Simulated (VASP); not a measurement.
Al, 4 atoms in the cell. It takes space group Immm (No. 71, orthorhombic). Conventional cell: a = 2.804 Å, b = 5.558 Å, c = 8.932 Å, α = 90.00°, β = 90.00°, γ = 90.00°. Al (site symmetry m2m) has 10 Al at 2.70 to 2.86 Å within 3.6 Å. Al (site symmetry mm2) has 12 Al at 2.80 to 3.14 Å within 3.7 Å. The cell was built from a structure type or drawn by symmetry, and may not be a known phase.

| Property | Result |
| --- | --- |
| Program | VASP 6.6.1 |
| Task | relaxation of cell and atoms |
| Functional | PBE |
| Potentials or basis | VASP PAW PBE potentials, release 64 (Al) |
| Cutoff | 600 eV |
| k mesh | 18 × 18 × 18 |
| Occupations | gaussian, width 0.1 eV |
| Spin | no spin polarisation |
| Dipole correction | no |
| Further INCAR settings | ALGO = Fast; EDIFF = 1e-06; IBRION = 2; EDIFFG = -0.01; NSW = 100; ISIF = 3 |

Potentials or basis: VASP PAW PBE potentials, release 64 (Al).

Command:

```console
$ cat potpaw_PBE.64/Al/POTCAR > POTCAR
$ mpirun -np 1 vasp_std > vasp.out
```

Hardware: 1 thread of Oxide Virtual Turin-like Processor, on a shared host.

Question: How long does it take, and how much memory?

Answer: It took 33 min on 1 thread of Oxide Virtual Turin-like Processor, on a shared host, peak memory 0.74 GiB. Counts: scf iterations 13, k points 865, ion steps 1.
